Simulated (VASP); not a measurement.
# Li4F in VASP: a series of runs

Li4F is run at these levels: PBEsol; tasks: relaxation of the atoms.

Program: VASP 6.6.1. These are calculated values, not measurements. Logs are shortened: lines on timing, memory, paths and dates and some standing lists are left out, and cuts for length are marked.

### Step 1. The cell of the first run

The cell holds a slab with vacuum, 5 atoms: a = 3.053 Å, b = 3.053 Å, c = 25.477 Å, α = 90.00°, β = 90.00°, γ = 90.00°.

### Step 2. Relaxation of the atoms, PBEsol

The input, INCAR:

```
SYSTEM = Li4F
  PREC = Accurate
  ENCUT = 520
  EDIFF = 1E-6
  ISMEAR = 0
  SIGMA = 0.1
  LREAL = .False.
  LASPH = .True.
  NELM = 100
  ALGO = Normal
  ISIF = 2
  LWAVE = .False.
  LCHARG = .False.
  LDIPOL = .True.
  IDIPOL = 3
  DIPOL = 0.5 0.5 0.503
  GGA = PS
  IBRION = 2
  NSW = 90
  EDIFFG = -0.03
```

The input, KPOINTS:

```
regular mesh
0
Gamma
  9 9 1
  0 0 0
```

The input, POSCAR:

```
Li4F
1.0
    3.0534023709      0.0000000000      0.0000000000
    0.0000000000      3.0534023709      0.0000000000
    0.0000000000      0.0000000000     25.4772445665
Li F
4 1
Selective dynamics
Direct
    0.5000000000      0.5000000000      0.3336310557  F F F
    0.0000000000      0.0000000000      0.4183765436  F F F
    0.5000000000      0.5000000000      0.5064912706  T T T
    0.0000000000      0.0000000000      0.5914669341  T T T
    0.0000000000      0.0000000000      0.6644732592  T T T
```

Potentials or basis: VASP PAW PBE potentials, release 64 (Li_sv, F).

On the command line:

```bash
cat potpaw_PBE.64/Li_sv/POTCAR potpaw_PBE.64/F/POTCAR > POTCAR
mpirun -np 1 vasp_std > vasp.out
```

OUTCAR:

```text
SYSTEM = Li4F
   PREC = Accurate
   ENCUT = 520
   EDIFF = 1E-6
   ISMEAR = 0
   LREAL = .False.
   LASPH = .True.
   NELM = 100
   ISIF = 2
   GGA = PS
   IBRION = 2
   NSW = 90
   EDIFFG = -0.03

 ion  position               nearest neighbor table
   1  0.500  0.500  0.334-
   2  0.000  0.000  0.418-
   3  0.500  0.500  0.506-
   4  0.000  0.000  0.591-   5 1.86
   5  0.000  0.000  0.664-   4 1.86

  LATTYP: Found a simple tetragonal cell.
 ALAT       =     3.0534023709
 C/A-ratio  =     8.3438870715

  Lattice vectors:

 A1 = (   3.0534023709,   0.0000000000,   0.0000000000)
 A2 = (   0.0000000000,   3.0534023709,   0.0000000000)
 A3 = (   0.0000000000,   0.0000000000,  25.4772445665)

Analysis of symmetry for initial positions (statically):
=====================================================================
 Subroutine PRICEL returns:
 Original cell was already a primitive cell.

 Routine SETGRP: Setting up the symmetry group for a
 simple tetragonal supercell.

 Subroutine GETGRP returns: Found  8 space group operations
 (whereof  8 operations were pure point group operations)
 out of a pool of 16 trial point group operations.

The static configuration has the point symmetry C_4v.

Analysis of symmetry for dynamics (positions and initial velocities):
=====================================================================
 Subroutine PRICEL returns:
 Original cell was already a primitive cell.

 Routine SETGRP: Setting up the symmetry group for a
 simple tetragonal supercell.

 Subroutine GETGRP returns: Found  8 space group operations
 (whereof  8 operations were pure point group operations)
 out of a pool of 16 trial point group operations.

The dynamic configuration has the point symmetry C_4v.

Analysis of constrained symmetry for selective dynamics:
=====================================================================
 Subroutine PRICEL returns:
 Original cell was already a primitive cell.

 Routine SETGRP: Setting up the symmetry group for a
 simple tetragonal supercell.

 Subroutine GETGRP returns: Found  8 space group operations
 (whereof  8 operations were pure point group operations)
 out of a pool of 16 trial point group operations.

The constrained configuration has the point symmetry C_4v.

 Subroutine INISYM returns: Found  8 space group operations
 (whereof  8 operations are pure point group operations),
 and found     1 'primitive' translations

----------------------------------------------------------------------------------------

                                     Primitive cell

  volume of cell :     237.5311

  direct lattice vectors                    reciprocal lattice vectors
     3.053402371  0.000000000  0.000000000     0.327503512  0.000000000  0.000000000
     0.000000000  3.053402371  0.000000000     0.000000000  0.327503512  0.000000000
     0.000000000  0.000000000 25.477244567     0.000000000  0.000000000  0.039250712

  length of vectors
     3.053402371  3.053402371 25.477244567     0.327503512  0.327503512  0.039250712

  position of ions in fractional coordinates (direct lattice)
     0.500000000  0.500000000  0.333631056
     0.000000000  0.000000000  0.418376544
     0.500000000  0.500000000  0.506491271
     0.000000000  0.000000000  0.591466934
     0.000000000  0.000000000  0.664473259

  ion indices of the primitive-cell ions
   primitive index   ion index
                 1           1
                 2           2
                 3           3
                 4           4
                 5           5

----------------------------------------------------------------------------------------

[... 35 lines left out ...]
  0.222222  0.222222  0.000000      4.000000
  0.333333  0.222222  0.000000      8.000000
  0.444444  0.222222  0.000000      8.000000
  0.333333  0.333333  0.000000      4.000000
  0.444444  0.333333  0.000000      8.000000
  0.444444  0.444444  0.000000      4.000000
   k-points           NKPTS =     15   k-points in BZ     NKDIM =     15   number of bands    NBANDS=     13
   number of dos      NEDOS =    301   number of ions     NIONS =      5
   total plane-waves  NPLWV = 110592
   dimension x,y,z NGX =    24 NGY =   24 NGZ =  192
   dimension x,y,z NGXF=    48 NGYF=   48 NGZF=  384
   ions per type =               4   1
   NGX,Y,Z   is equivalent  to a cutoff of  13.07, 13.07, 12.53 a.u.
   NGXF,Y,Z  is equivalent  to a cutoff of  26.13, 26.13, 25.06 a.u.
 SYSTEM =  Li4F
   PREC   = accura    normal or accurate (medium, high low for compatibility)
   ISTART =      0    job   : 0-new  1-cont  2-samecut
   ICHARG =      2    charge: 1-file 2-atom 10-const
   ISPIN  =      1    spin polarized calculation?
   LNONCOLLINEAR =      F non collinear calculations
   LSORBIT =      F    spin-orbit coupling
   LASPH  =      T    aspherical Exc in radial PAW
   ENCUT  =  520.0 eV  38.22 Ry    6.18 a.u.   5.68  5.68 47.37*2*pi/ulx,y,z
   NELM   =    100;   NELMIN=  2; NELMDL= -5     # of ELM steps
   EDIFF  = 0.1E-05   stopping-criterion for ELM
   LREAL  =      F    real-space projection
   EDIFFG = -.3E-01   stopping-criterion for IOM
   NSW    =     90    number of steps for IOM
   IBRION =      2    ionic relax: 0-MD 1-quasi-New 2-CG
   NFREE  =      1    steps in history (QN), initial steepest desc. (CG)
   ISIF   =      2    stress and relaxation
   ISYM   =      2    0-nonsym 1-usesym 2-fastsym
   POTIM  = 0.5000    time-step for ionic-motion
   TEBEG  =    0.0;   TEEND  =   0.0 temperature during run
   PSTRESS=    0.0 pullay stress
   NELECT =      19.0000    total number of electrons
   NUPDOWN=      -1.0000    fix difference up-down
   EMIN   =  10.00;   EMAX   =-10.00  energy-range for DOS
   EFERMI =   0.00;   METHOD = LEGACY
   ISMEAR =     0;   SIGMA  =   0.10  broadening in eV -4-tet -1-fermi 0-gaus
   EFERMI_NEDOS =   21; number of points for ismear=-14 and -15
   IALGO  =     38    algorithm
   IMIX   =      4    mixing-type and parameters
     AMIX     =   0.40;   BMIX     =  1.00
     AMIX_MAG =   1.60;   BMIX_MAG =  1.00
  volume/ion in A,a.u.               =      47.51       320.59
  Fermi-wavevector in a.u.,A,eV,Ry     =   0.705374  1.332963  6.769604  0.497552
  Thomas-Fermi vector in A             =   1.790868
   LORBIT       =      0    0 simple, 1 ext, 2 COOP (PROOUT), +10 PAW based schemes
   GGA     = PS    functional components
   LHFCALC =     F    Hartree Fock is set to
   AEXX    =    0.0000 exact exchange contribution
   IVDW    =     0    specifies the selected vdW correction
   LEPSILON=     F    determine dielectric tensor
   LRPA    =     F    only Hartree local field effects (RPA)
 conjugate gradient relaxation of ions
 non-spin polarized calculation
 Gauss-broadening in eV      SIGMA  =   0.10
  energy-cutoff  :      520.00
  volume of cell :      237.53
 maximum number of plane-waves:      6444
 NGX is ok and might be reduce to    24
   NGX = 11   NGY = 11   NGZ = 95

--------------------------------------- Ionic step        1  -------------------------------------------

 number of electron      19.0000026 magnetization

 Free energy of the ion-electron system (eV)
  ---------------------------------------------------
  ext. energy  EPLUGINS =         0.00000000
  ---------------------------------------------------
  free energy    TOTEN  =       -11.00324031 eV

  energy without entropy =      -10.97289811  energy(sigma->0) =      -10.98806921

------------------------ aborting loop because EDIFF is reached ----------------------------------------

  FORCE on cell =-STRESS in cart. coord.  units (eV):
  Direction    XX          YY          ZZ          XY          YZ          ZX
  --------------------------------------------------------------------------------------
  -------------------------------------------------------------------------------------
  Total        0.0807032      0.0807032     -3.2145460      0.0000000      0.0000000      0.0000000
  in kB        0.5443533      0.5443533    -21.6825168      0.0000000      0.0000000      0.0000000
  external PRESSURE =      -6.8646034 kB  Pullay stress =       0.0000000 kB
[... 98 lines left out ...]
  FREE ENERGIE OF THE ION-ELECTRON SYSTEM (eV)
  ---------------------------------------------------
  free  energy   TOTEN  =       -11.3710674934 eV

  energy  without entropy=      -11.3480101289  energy(sigma->0) =      -11.35953881

[... ionic steps 4 to 10 ...]

--------------------------------------- Ionic step       11  -------------------------------------------

 number of electron      19.0000026 magnetization

------------------------ aborting loop because EDIFF is reached ----------------------------------------
[... 73 lines left out ...]
--------------------------------------- Ionic step       13  -------------------------------------------

 number of electron      19.0000023 magnetization

 dipolmoment           0.000000      0.000000      0.409018 electrons x Angstroem

 Free energy of the ion-electron system (eV)
  ---------------------------------------------------
  ext. energy  EPLUGINS =         0.00000000
  ---------------------------------------------------
  free energy    TOTEN  =       -11.38482195 eV

  energy without entropy =      -11.36117708  energy(sigma->0) =      -11.37299952

 E-fermi :  -4.5587     XC(G=0):  -3.3525

 val. band max:       -4.5747750440   @ k =   0.2222   0.0000   0.0000
 cond. band min:      -4.5415690425   @ k =   0.3333   0.0000   0.0000
 fundamental gap:      0.0332060015
 Fermi energy:        -4.5586771685

 k-point     1 :       0.0000    0.0000    0.0000
  band No.  band energies     occupation
      1     -51.0208      2.00000
      2     -50.5792      2.00000
      3     -50.4057      2.00000
      4     -48.4066      2.00000
      5     -23.7178      2.00000
      6      -7.7943      2.00000
      7      -6.7717      2.00000
      8      -5.5535      2.00000
      9      -5.2673      2.00000
     10      -4.6152      1.57561
     11      -4.6152      1.57561
     12      -3.9042      0.00000
     13      -1.4093      0.00000
[... 212 lines left out ...]
      2     -50.5664      2.00000
      3     -50.3934      2.00000
      4     -48.3940      2.00000
      5     -23.5187      2.00000
      6      -5.4654      2.00000
      7      -5.4455      2.00000
      8      -5.1123      2.00000
      9      -3.1695      0.00000
     10      -2.5189      0.00000
     11      -1.9569      0.00000
     12      -1.1326      0.00000
     13      -0.5174      0.00000

------------------------ aborting loop because EDIFF is reached ----------------------------------------

 vacuum level on the upper side and lower side of the slab       (xc-potential included)         3.772        -4.001

  FORCE on cell =-STRESS in cart. coord.  units (eV):
  Direction    XX          YY          ZZ          XY          YZ          ZX
  --------------------------------------------------------------------------------------
  -------------------------------------------------------------------------------------
  Total        0.1202083      0.1202083      0.1832281      0.0000000     -0.0000000      0.0000000
  in kB        0.8108199      0.8108199      1.2358969      0.0000000     -0.0000000      0.0000000
  external PRESSURE =       0.9525123 kB  Pullay stress =       0.0000000 kB
[... 20 lines left out ...]
  FREE ENERGIE OF THE ION-ELECTRON SYSTEM (eV)
  ---------------------------------------------------
  free  energy   TOTEN  =       -11.3848219524 eV

  energy  without entropy=      -11.3611770803  energy(sigma->0) =      -11.37299952

 reached required accuracy - stopping structural energy minimisation

 vacuum level on the upper side and lower side of the slab         6.504        -1.437
```

Run time: 8.5 min. Hardware: 1 thread of Intel Xeon Platinum 8488C (Sapphire Rapids), shared host; peak memory 0.34 GiB.

Results:

* Free energy: -11.3848 eV
* Energy gained by relaxing: 76.3 meV/atom
* Ionic steps: 13
* Band gap on the k mesh: zero (an odd number of electrons rules out a gap without spin polarisation)

Step by step:
```
step  energy change (eV)  largest force on free atoms (eV/Å)  pressure (GPa)
   1              0.0000                              2.1206           -0.69
   2             -0.3177                              1.1027           -0.27
   3             -0.3678                              0.2803            0.19
   4             -0.3692                              0.1596            0.06
   5             -0.3692                              0.1573            0.12
   6             -0.3709                              0.1454            0.12
   7             -0.3753                              0.1089            0.11
   8             -0.3805                              0.0492            0.09
   9             -0.3766                              0.1211            0.06
  10             -0.3813                              0.0626            0.08
  11             -0.3804                              0.1988            0.17
  12             -0.3814                              0.0304            0.09
  13             -0.3816                              0.0284            0.10
```

Final structure:
```
Li F
1.0
     3.05340    0.00000    0.00000
     0.00000    3.05340    0.00000
     0.00000    0.00000   25.47724
Li F
4 1
Direct
  0.50000 0.50000 0.33363
  0.00000 0.00000 0.41838
  0.50000 0.50000 0.50114
  0.00000 0.00000 0.59928
  0.00000 0.00000 0.66123
```

Caveat: the cutoff is under 1.25 times the usual one of these potentials, so pressure, stress and relaxed cells hold a basis-set (Pulay) error; the PAW data sets were made with another functional, which shifts forces and pressure a little; an odd number of electrons without spin polarisation forces a metal; a magnetic or distorted state may lie lower.

### Step 3. Relaxation of the atoms, PBEsol

The input, INCAR:

```
PREC     = Accurate       # precision mode
ENCUT    = 520            # plane-wave cutoff, eV
EDIFF    = 1E-7           # SCF threshold, eV
ISMEAR   = 0              # smearing method
SIGMA    = 0.1            # smearing width, eV
LREAL    = False          # projectors in reciprocal space
LASPH    = True           # aspherical terms in the spheres
NELM     = 100            # most SCF steps
ALGO     = Normal         # electronic algorithm
ISIF     = 2              # what is computed and relaxed
LWAVE    = False          # write WAVECAR
LCHARG   = False          # write CHGCAR
LDIPOL   = True         
IDIPOL   = 3            
DIPOL    = 0.5 0.5 0.503
GGA      = PS             # functional
IBRION   = 2              # ionic algorithm
NSW      = 45             # ionic steps
EDIFFG   = -0.02          # ionic threshold
```

The input, KPOINTS:

```
Automatic mesh
0
Gamma
  9 9 1
```

The input, POSCAR:

```
Li4F
1.0
    3.0534023716      0.0000000000      0.0000000000
    0.0000000000      3.0534023716      0.0000000000
    0.0000000000      0.0000000000     25.4772445679
Li F
4 1
Selective dynamics
Direct
    0.5000000000      0.5000000000      0.3336310557  F F F
    0.0000000000      0.0000000000      0.4183765436  F F F
    0.5000000000      0.5000000000      0.5064914558  F F F
    0.0000000000      0.0000000000      0.5914671006  F F F
    0.0000000000      0.0000000000      0.6644734257  F F T
```

Potentials or basis: VASP PAW PBE potentials, release 64 (Li_sv, F).

On the command line:

```bash
cat potpaw_PBE.64/Li_sv/POTCAR potpaw_PBE.64/F/POTCAR > POTCAR
mpirun -np 1 vasp_std > vasp.out
```

It took 14 min on 1 thread of Oxide Virtual Turin-like, shared host; peak memory 0.31 GiB.

The run converged. Its results:

```yaml
Free_energy: -11.3447 eV
Energy_gained_by_relaxing: 68.3 meV/atom
Ionic_steps: 7
Band_gap_on_the_k_mesh: zero (an odd number of electrons rules out a gap without spin polarisation)
```

The path:
| step | energy change (eV) | largest force on free atoms (eV/Å) | pressure (GPa) |
| --- | --- | --- | --- |
| 1 | 0.0000 | 1.8915 | -0.68 |
| 2 | -0.1610 | 1.6043 | -0.51 |
| 3 | -0.3298 | 0.6147 | 0.38 |
| 4 | -0.3376 | 0.3116 | 0.04 |
| 5 | -0.3414 | 0.0371 | 0.14 |
| 6 | -0.3414 | 0.0400 | 0.17 |
| 7 | -0.3414 | 0.0023 | 0.16 |

Final structure:
```xyz
5
Lattice="3.0534 0.0000 0.0000 0.0000 3.0534 0.0000 0.0000 0.0000 25.4772" Properties=species:S:1:pos:R:3 pbc="T T T"
Li    1.5267    1.5267    8.5000
Li    0.0000    0.0000   10.6591
Li    1.5267    1.5267   12.9040
Li    0.0000    0.0000   15.0690
F     0.0000    0.0000   16.6478
```

Levels at points of the mesh, in eV from the Fermi level:
```tsv
k point	band 8	band 9	band 10	band 11	band 12	band 13
(0.00, 0.00, 0.00)	-1.00	-0.65	-0.06	-0.06	0.68	3.13
```

Caveat: the cutoff is under 1.25 times the usual one of these potentials, so pressure, stress and relaxed cells hold a basis-set (Pulay) error; the PAW data sets were made with another functional, which shifts forces and pressure a little; an odd number of electrons without spin polarisation forces a metal; a magnetic or distorted state may lie lower.

### Step 4. Relaxation of the atoms, PBEsol

The input, INCAR:

```
PREC     = Accurate       # precision mode
ENCUT    = 520            # plane-wave cutoff, eV
EDIFF    = 1E-6           # SCF threshold, eV
ISMEAR   = 0              # smearing method
SIGMA    = 0.1            # smearing width, eV
LREAL    = F              # projectors in reciprocal space
LASPH    = T              # aspherical terms in the spheres
NELM     = 100            # most SCF steps
ALGO     = Normal         # electronic algorithm
ISIF     = 2              # what is computed and relaxed
LWAVE    = F              # write WAVECAR
LCHARG   = F              # write CHGCAR
LDIPOL   = T            
IDIPOL   = 3            
DIPOL    = 0.5 0.5 0.486
GGA      = PS             # functional
IBRION   = 2              # ionic algorithm
NSW      = 45             # ionic steps
EDIFFG   = -0.02          # ionic threshold
```

KPOINTS is that of step 3.

Changes to POSCAR since step 3:

```diff
@@ -13,2 +13,2 @@
     0.0000000000      0.0000000000      0.5914671006  F F F
-    0.0000000000      0.0000000000      0.6644734257  F F T
+    0.5000000000      0.5000000000      0.5796918868  F F T
```

On the command line:

```bash
cat potpaw_PBE.64/Li_sv/POTCAR potpaw_PBE.64/F/POTCAR > POTCAR
mpirun -np 1 vasp_std > vasp.out
```

It took 7 min on 1 thread of Oxide Virtual Turin-like, shared host; peak memory 0.31 GiB.

Results (log left out):

* Free energy: -14.8005 eV
* Energy gained by relaxing: 9.2 meV/atom
* Ionic steps: 5
* Band gap on the k mesh: zero (an odd number of electrons rules out a gap without spin polarisation)

The path:
```csv
step,energy change (eV),largest force on free atoms (eV/Å),pressure (GPa)
1,0.0000,0.4195,-0.81
2,-0.0079,0.3668,-0.84
3,-0.0261,0.2433,-0.91
4,-0.0442,0.0733,-1.01
5,-0.0460,0.0087,-1.04
```

Final structure:
```xyz
5
Lattice="3.0534 0.0000 0.0000 0.0000 3.0534 0.0000 0.0000 0.0000 25.4772" Properties=species:S:1:pos:R:3 pbc="T T T"
Li    1.5267    1.5267    8.5000
Li    0.0000    0.0000   10.6591
Li    1.5267    1.5267   12.9040
Li    0.0000    0.0000   15.0690
F     1.5267    1.5267   15.0237
```

Levels at points of the mesh, in eV from the Fermi level:
```
           k point  band 6  band 7  band 8  band 9  band 10  band 11  band 12  band 13
(0.00, 0.00, 0.00)   -7.07   -6.35   -6.35   -3.13    -1.94    -0.27     0.37     1.32
```

Caveat: the cutoff is under 1.25 times the usual one of these potentials, so pressure, stress and relaxed cells hold a basis-set (Pulay) error; the PAW data sets were made with another functional, which shifts forces and pressure a little; an odd number of electrons without spin polarisation forces a metal; a magnetic or distorted state may lie lower.

### Step 5. Summary

| cell | atoms held fixed (from 0) | gap on the mesh (eV) |
| --- | --- | --- |
| atoms relaxed, atomic positions A | [0, 1] | none |
| atoms relaxed, atomic positions A | [0, 1, 2, 3, 4] | none |
| atoms relaxed, atomic positions B | [0, 1, 2, 3, 4] | none |

Alike in all rows: task relaxation of the atoms; level PBEsol; potentials or basis VASP PAW PBE potentials, release 64 (Li_sv, F); no spin polarisation; k mesh 9 × 9 × 1; cutoff (eV) 520; smearing gaussian 0.1 eV.

Caveats: the cutoff is under 1.25 times the usual one of these potentials, so pressure, stress and relaxed cells hold a basis-set (Pulay) error; the PAW data sets were made with another functional, which shifts forces and pressure a little; an odd number of electrons without spin polarisation forces a metal; a magnetic or distorted state may lie lower.

Absolute energies hang on the potentials; compare differences alone.
